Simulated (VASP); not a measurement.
Crystal: C.

```xyz
1
Lattice="1.5858 0.0000 0.0000 0.0000 1.5504 0.0000 -0.1028 0.0000 2.1421" Properties=species:S:1:pos:R:3 pbc="T T T"
C     0.7929    0.0000    0.0000
```

The cell was generated, and may not be a known phase.

| Quantity | Value |
| --- | --- |
| Program | VASP 6.6.1 |
| Task | relaxation of cell and atoms |
| Functional | PBE |
| Potentials or basis | VASP PAW PBE potentials, release 64 (C) |
| Cutoff | 600 eV |
| k mesh | 10 × 10 × 8 |
| Occupations | gaussian, width 0.1 eV |
| Spin | no spin polarisation |

At the start: pressure 72.7 GPa; volume 5.27 Å³/atom.

**Question.** Where does the relaxation end?

**Answer.** Over 50 steps the energy falls by 347.3 meV/atom and the volume is 7.67 Å³/atom (+45.7 %); space group P2/m (No. 10, to 0.1 Å) before and after.

The path:
```tsv
step	energy change (eV)	largest force (eV/Å)	pressure (GPa)	volume (Å³)
1	0.0000	0.0000	72.71	5.27
3	-0.1839	0.0000	-2.66	6.16
5	-0.1842	0.0000	0.29	6.11
7	-0.1879	0.0000	1.74	6.12
9	-0.1920	0.0000	2.76	6.12
11	-0.1922	0.0000	3.27	6.12
13	-0.2009	0.0000	5.67	6.20
15	-0.2049	0.0000	7.54	6.25
17	-0.2164	0.0000	7.89	6.35
19	-0.2575	0.0000	13.23	6.77
21	-0.2645	0.0000	16.63	6.98
23	-0.3066	0.0000	11.64	7.36
25	-0.3101	0.0000	9.81	7.52
27	-0.3275	0.0000	1.70	7.52
29	-0.3292	0.0000	0.32	7.52
31	-0.3311	0.0000	1.56	7.52
33	-0.3356	0.0000	1.45	7.56
35	-0.3431	0.0000	0.95	7.75
37	-0.3444	0.0000	-1.04	7.81
39	-0.3453	0.0000	-0.16	7.74
41	-0.3461	0.0000	-0.07	7.65
43	-0.3463	0.0000	-0.61	7.65
45	-0.3465	0.0000	-1.09	7.65
47	-0.3471	0.0000	0.40	7.63
49	-0.3471	0.0000	0.56	7.64
50	-0.3473	0.0000	0.19	7.67
```

Final structure:
```
C
1.0
     1.61392    0.00000    0.01251
     0.00000    1.61362    0.00000
    -0.20050    0.00000    2.94419
C
1
Direct
  0.50000 0.00000 0.00000
```

Caveat: the k points lie up to 0.39 Å⁻¹ apart in the final cell, too coarse for converged energies and pressures of a metal; the volume moved by over 15 % at a fixed basis, so the end points are rough.
